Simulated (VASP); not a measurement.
A run of VASP 6.6.1 is set up as follows.

The input INCAR:

```
SYSTEM = Rh
PREC = Accurate ; ENCUT = 600
EDIFF = 1E-6 ; ISMEAR = 0
SIGMA = 0.1 ; LREAL = .False.
LASPH = .True. ; NELM = 80
ALGO = Fast ; ISIF = 4
LWAVE = .False. ; LCHARG = .False.
GGA = PS ; IBRION = 2
NSW = 50 ; EDIFFG = -0.01
```

The input KPOINTS:

```
regular mesh
0
Gamma
  18 18 10
  0 0 0
```

Contents of POSCAR:

```
Rh
1.0
    2.6615752774      0.0000000000      0.0000000000
   -1.3307876387      2.3049918043      0.0000000000
    0.0000000000      0.0000000000      4.2852897770
Rh
2
Direct
    0.6666666667      0.3333333333      0.7500000000
    0.3333333333      0.6666666667      0.2500000000
```

Potentials or basis: VASP PAW PBE potentials, release 64 (Rh_pv).

The run is started by

```bash
$ cat potpaw_PBE.64/Rh_pv/POTCAR > POTCAR
$ mpirun -np 1 vasp_std > vasp.out
```

(1) Estimate the band gap on the k mesh.

## Answers

(1) zero (bands 15 and 16 overlap by 2.64 eV).
